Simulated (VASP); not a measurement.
BiTe: relaxation of cell and atoms with PBE+D4

BiTe:

```
Bi Te
1.0
     0.00000    3.20232    3.20232
     3.20232    0.00000    3.20232
     3.20232    3.20232    0.00000
Bi Te
1 1
Direct
  0.00000 0.00000 0.00000
  0.50000 0.50000 0.50000
```

```yaml
Program: VASP 6.6.1
Task: relaxation of cell and atoms
Functional: PBE
Dispersion: D4
Potentials_or_basis: VASP PAW PBE potentials, release 64 (Bi_d, Te)
Cutoff: 600 eV
k_mesh: 9 × 9 × 9
Occupations: fermi-dirac, width 0.05 eV
Spin: no spin polarisation
Dipole_correction: no
Further_INCAR_settings: ALGO = Normal; EDIFF = 1e-06; IBRION = 2; EDIFFG = -0.005; NSW = 100; ISIF = 3
```

```json
{
 "Pressure after relaxing": "0.0 GPa",
 "Dispersion energy per atom": "-0.508 eV"
}
```

Final structure:
```yaml
crystal:
  lattice:
    - [0.00000, 3.20232, 3.20232]
    - [3.20232, 0.00000, 3.20232]
    - [3.20232, 3.20232, 0.00000]
  atoms:
    - { symbol: Bi, position: [0.00000, 0.00000, 0.00000] }
    - { symbol: Te, position: [0.50000, 0.50000, 0.50000] }
```

Levels at points of the mesh, in eV from the Fermi level:
| k point | band 8 | band 9 | band 10 | band 11 | band 12 | band 13 |
| --- | --- | --- | --- | --- | --- | --- |
| (0.00, 0.00, 0.00) | -2.60 | -2.60 | -2.60 | 2.25 | 2.25 | 2.25 |

It took 27 s on 1 thread of Intel(R) Xeon(R) Platinum 8259CL CPU @ 2.50GHz (Skylake/Cascade Lake), on a shared host, peak memory 0.23 GiB.

Caveat: the relaxation stopped at its first step, so nothing moved; spin-orbit coupling is left out, which moves the levels of the heavy elements; pairwise dispersion overbinds metals, which lowers pressure and volume.
